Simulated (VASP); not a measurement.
# BN (P6_3/mmc) in VASP: a series of runs, part 2 of 2

VASP 6.6.1. The steps go on from the part before.

## 3. Single point, PBE

This run uses another cell than the first one, of 8.97 Å³/atom, 0.943 times its volume.

INCAR

```
SYSTEM = BN
PREC = Accurate
ENCUT = 520
EDIFF = 1E-7
ISMEAR = -1
SIGMA = 0.05
LREAL = .FALSE.
LASPH = .TRUE.
NELM = 60
ALGO = Normal
ISIF = 2
LWAVE = .FALSE.
LCHARG = .FALSE.
GGA = PE
NBANDS = 16
```

KPOINTS

```
Automatic mesh
0
G
  9 9 3
  0 0 0
```

POSCAR

```
BN
1.0
    2.4982400000      0.0000000000      0.0000000000
   -1.2491200000      2.1635393048      0.0000000000
    0.0000000000      0.0000000000      6.6357000000
N B
2 2
Direct
    0.6666666667      0.3333333333      0.2500000000
    0.3333333333      0.6666666667      0.7500000000
    0.6666666667      0.3333333333      0.7500000000
    0.3333333333      0.6666666667      0.2500000000
```

Potentials or basis: VASP PAW PBE potentials, release 64 (N, B).

Started as:

```sh
cat potpaw_PBE.64/N/POTCAR potpaw_PBE.64/B/POTCAR > POTCAR
mpirun -np 1 vasp_std > vasp.out
```

OUTCAR:

```text
SYSTEM = BN
   PREC = Accurate
   ENCUT = 520
   EDIFF = 1E-7
   ISMEAR = -1
   LREAL = .FALSE.
   LASPH = .TRUE.
   NELM = 60
   ISIF = 2
   GGA = PE

 ion  position               nearest neighbor table
   1  0.667  0.333  0.250-   4 1.44   4 1.44   4 1.44
   2  0.333  0.667  0.750-   3 1.44   3 1.44   3 1.44
   3  0.667  0.333  0.750-   2 1.44   2 1.44   2 1.44
   4  0.333  0.667  0.250-   1 1.44   1 1.44   1 1.44

  LATTYP: Found a hexagonal cell.
 ALAT       =     2.4982400000
 C/A-ratio  =     2.6561499296

  Lattice vectors:

 A1 = (   2.4982400000,   0.0000000000,   0.0000000000)
 A2 = (  -1.2491200000,   2.1635393048,   0.0000000000)
 A3 = (   0.0000000000,   0.0000000000,   6.6357000000)

Analysis of symmetry for initial positions (statically):
=====================================================================
 Subroutine PRICEL returns:
 Original cell was already a primitive cell.

 Routine SETGRP: Setting up the symmetry group for a
 hexagonal supercell.

 Subroutine GETGRP returns: Found 24 space group operations
 (whereof 12 operations were pure point group operations)
 out of a pool of 24 trial point group operations.

The static configuration has the point symmetry D_3d.
 The point group associated with its full space group is D_6h.

Analysis of symmetry for dynamics (positions and initial velocities):
=====================================================================
 Subroutine PRICEL returns:
 Original cell was already a primitive cell.

 Routine SETGRP: Setting up the symmetry group for a
 hexagonal supercell.

 Subroutine GETGRP returns: Found 24 space group operations
 (whereof 12 operations were pure point group operations)
 out of a pool of 24 trial point group operations.

The dynamic configuration has the point symmetry D_3d.
 The point group associated with its full space group is D_6h.

 Subroutine INISYM returns: Found 24 space group operations
 (whereof 12 operations are pure point group operations),
 and found     1 'primitive' translations

----------------------------------------------------------------------------------------

                                     Primitive cell

  volume of cell :      35.8662

  direct lattice vectors                    reciprocal lattice vectors
     2.498240000  0.000000000  0.000000000     0.400281798  0.231102804  0.000000000
    -1.249120000  2.163539305  0.000000000     0.000000000  0.462205608  0.000000000
     0.000000000  0.000000000  6.635700000     0.000000000  0.000000000  0.150700002

  length of vectors
     2.498240000  2.498240000  6.635700000     0.462205608  0.462205608  0.150700002

  position of ions in fractional coordinates (direct lattice)
     0.666666667  0.333333333  0.250000000
     0.333333333  0.666666667  0.750000000
     0.666666667  0.333333333  0.750000000
     0.333333333  0.666666667  0.250000000

  ion indices of the primitive-cell ions
   primitive index   ion index
                 1           1
                 2           2
                 3           3
                 4           4

----------------------------------------------------------------------------------------

 KPOINTS: Automatic mesh

Automatic generation of k-mesh.
 Grid dimensions read from file:
 generate k-points for:    9    9    3

 Generating k-lattice:

  Cartesian coordinates                     Fractional coordinates (reciprocal lattice)
     0.044475755  0.025678089  0.000000000     0.111111111 -0.000000000  0.000000000
     0.000000000  0.051356179  0.000000000     0.000000000  0.111111111  0.000000000
     0.000000000  0.000000000  0.050233334     0.000000000  0.000000000  0.333333333

  Length of vectors
     0.051356179  0.051356179  0.050233334

  Shift w.r.t. Gamma in fractional coordinates (k-lattice)
     0.000000000  0.000000000  0.000000000

 Subroutine IBZKPT returns following result:
 ===========================================

 Found     24 irreducible k-points:

 Following reciprocal coordinates:
            Coordinates               Weight
  0.000000  0.000000  0.000000      1.000000
  0.111111  0.000000  0.000000      6.000000
  0.222222  0.000000  0.000000      6.000000
  0.333333  0.000000  0.000000      6.000000
  0.444444  0.000000  0.000000      6.000000
  0.111111  0.111111  0.000000      6.000000
[... 16 lines left out ...]
  0.333333  0.222222  0.333333     24.000000
  0.333333  0.333333  0.333333      4.000000
   k-points           NKPTS =     24   k-points in BZ     NKDIM =     24   number of bands    NBANDS=     16
   number of dos      NEDOS =    301   number of ions     NIONS =      4
   total plane-waves  NPLWV =  20000
   dimension x,y,z NGX =    20 NGY =   20 NGZ =   50
   dimension x,y,z NGXF=    40 NGYF=   40 NGZF=  100
   ions per type =               2   2
   NGX,Y,Z   is equivalent  to a cutoff of  13.31, 13.31, 12.53 a.u.
   NGXF,Y,Z  is equivalent  to a cutoff of  26.62, 26.62, 25.05 a.u.
 SYSTEM =  BN
   PREC   = accura    normal or accurate (medium, high low for compatibility)
   ISTART =      0    job   : 0-new  1-cont  2-samecut
   ICHARG =      2    charge: 1-file 2-atom 10-const
   ISPIN  =      1    spin polarized calculation?
   LNONCOLLINEAR =      F non collinear calculations
   LSORBIT =      F    spin-orbit coupling
   LASPH  =      T    aspherical Exc in radial PAW
   ENCUT  =  520.0 eV  38.22 Ry    6.18 a.u.   4.65  4.65 12.34*2*pi/ulx,y,z
   NELM   =     60;   NELMIN=  2; NELMDL= -5     # of ELM steps
   EDIFF  = 0.1E-06   stopping-criterion for ELM
   LREAL  =      F    real-space projection
   EDIFFG = 0.1E-05   stopping-criterion for IOM
   NSW    =      0    number of steps for IOM
   IBRION =     -1    ionic relax: 0-MD 1-quasi-New 2-CG
   NFREE  =      0    steps in history (QN), initial steepest desc. (CG)
   ISIF   =      2    stress and relaxation
   ISYM   =      2    0-nonsym 1-usesym 2-fastsym
   POTIM  = 0.5000    time-step for ionic-motion
   TEBEG  =    0.0;   TEEND  =   0.0 temperature during run
   PSTRESS=    0.0 pullay stress
   NELECT =      16.0000    total number of electrons
   NUPDOWN=      -1.0000    fix difference up-down
   EMIN   =  10.00;   EMAX   =-10.00  energy-range for DOS
   EFERMI =   0.00;   METHOD = LEGACY
   ISMEAR =    -1;   SIGMA  =   0.05  broadening in eV -4-tet -1-fermi 0-gaus
   EFERMI_NEDOS =   21; number of points for ismear=-14 and -15
   IALGO  =     38    algorithm
   IMIX   =      4    mixing-type and parameters
     AMIX     =   0.40;   BMIX     =  1.00
     AMIX_MAG =   1.60;   BMIX_MAG =  1.00
  volume/ion in A,a.u.               =       8.97        60.51
  Fermi-wavevector in a.u.,A,eV,Ry     =   1.250891  2.363842 21.289433  1.564729
  Thomas-Fermi vector in A             =   2.384864
   LORBIT       =      0    0 simple, 1 ext, 2 COOP (PROOUT), +10 PAW based schemes
   GGA     = PE    functional components
   LHFCALC =     F    Hartree Fock is set to
   AEXX    =    0.0000 exact exchange contribution
   IVDW    =     0    specifies the selected vdW correction
   LEPSILON=     F    determine dielectric tensor
   LRPA    =     F    only Hartree local field effects (RPA)
 non-spin polarized calculation
  energy-cutoff  :      520.00
  volume of cell :       35.87
 maximum number of plane-waves:       985
 NGX is ok and might be reduce to    20
   NGX =  9   NGY =  9   NGZ = 25

 number of electron      15.9999997 magnetization

 Free energy of the ion-electron system (eV)
  ---------------------------------------------------
  ext. energy  EPLUGINS =         0.00000000
  ---------------------------------------------------
  free energy    TOTEN  =       -35.14688342 eV

  energy without entropy =      -35.14688342  energy(sigma->0) =      -35.14688342

 E-fermi :   3.3905     XC(G=0): -10.0886

 val. band max:        2.2877161136   @ k =   0.3333   0.3333   0.3333
 cond. band min:       6.7145067350   @ k =   0.4444   0.1111   0.0000
 fundamental gap:      4.4267906213
 Fermi energy:         3.3905234471

 k-point     1 :       0.0000    0.0000    0.0000
  band No.  band energies     occupation
      1     -15.5316      2.00000
      2     -15.2363      2.00000
      3      -3.9420      2.00000
      4      -1.8138      2.00000
      5       0.9862      2.00000
      6       0.9862      2.00000
[... 433 lines left out ...]
      3      -5.6619      2.00000
      4      -5.5818      2.00000
      5      -4.8483      2.00000
      6      -4.8483      2.00000
[... 8 lines left out ...]
     15      19.6896      0.00000
     16      20.1732      0.00000

------------------------ aborting loop because EDIFF is reached ----------------------------------------

  FORCE on cell =-STRESS in cart. coord.  units (eV):
  Direction    XX          YY          ZZ          XY          YZ          ZX
  --------------------------------------------------------------------------------------
  -------------------------------------------------------------------------------------
  Total        1.4088930      1.4088930      0.6371422      0.0000000      0.0000000      0.0000000
  in kB       62.9365446     62.9365446     28.4617267      0.0000000      0.0000000      0.0000000
  external PRESSURE =      51.4449386 kB  Pullay stress =       0.0000000 kB

 VOLUME and BASIS-vectors are now :
 -----------------------------------------------------------------------------
  energy-cutoff  :      520.00
  volume of cell :       35.87
      direct lattice vectors                 reciprocal lattice vectors
     2.498240000  0.000000000  0.000000000     0.400281798  0.231102804  0.000000000
    -1.249120000  2.163539305  0.000000000     0.000000000  0.462205608  0.000000000
     0.000000000  0.000000000  6.635700000     0.000000000  0.000000000  0.150700002

 POSITION                                       TOTAL-FORCE (eV/Angst)
 -----------------------------------------------------------------------------------
      1.24912      0.72118      1.65892         0.000000     -0.000000      0.000000
     -0.00000      1.44236      4.97677         0.000000      0.000000      0.000000
      1.24912      0.72118      4.97677        -0.000000      0.000000      0.000000
     -0.00000      1.44236      1.65892         0.000000     -0.000000      0.000000
 -----------------------------------------------------------------------------------
    total drift:                                0.000000     -0.000000      0.000000

  FREE ENERGIE OF THE ION-ELECTRON SYSTEM (eV)
  ---------------------------------------------------
  free  energy   TOTEN  =       -35.1468834212 eV

  energy  without entropy=      -35.1468834212  energy(sigma->0) =      -35.14688342
```

Run time: 12 s. Hardware: 1 thread of Intel Xeon Platinum 8488C (Sapphire Rapids), shared host; peak memory 0.15 GiB.

What came out:

- Free energy: -35.1469 eV
- Pressure: 5.1 GPa
- Band gap on the k mesh: 4.43 eV, indirect (least direct gap 4.71 eV)

Caveat: this functional lacks dispersion, which binds the layers, so the pressure and a relaxed spacing across them are unreliable.
